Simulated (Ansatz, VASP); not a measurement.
One calculation of S, two programs

```
S
1.0
     5.15743    0.00000    0.00000
     0.00000    5.15743    0.00000
     0.00000    0.00000    5.07477
S
4
Direct
  0.30832 0.50000 0.50000
  0.69168 0.50000 0.50000
  0.50000 0.30832 0.00000
  0.50000 0.69168 0.00000
```

Alike in both runs: functional PBE; k mesh 4 × 4 × 4; occupations gaussian, width 0.1 eV; no spin polarisation.

Ansatz relaxed the structure, and its values are those at the end. VASP's run is a single point on that final structure, the one shown.

|  | VASP | Ansatz |
| --- | --- | --- |
| version | VASP 6.6.1 | Ansatz 0.2.0 |
| potentials or method | VASP PAW PBE potentials, release 64 (S), cutoff 520 eV | scalar-relativistic, plane waves, PAW |
| valence electrons in the cell | 24 | 24 |

```tsv
	VASP	Ansatz	Ansatz less VASP
gap on the k mesh at the Fermi level (eV)	none	none	-
pressure (GPa)	-0.1	0.2	+0.32
rms of the force components (eV/Å)	0.105	0.001	-0.1041
```

A gap of «none» marks a metal or a gap that the smearing closes.
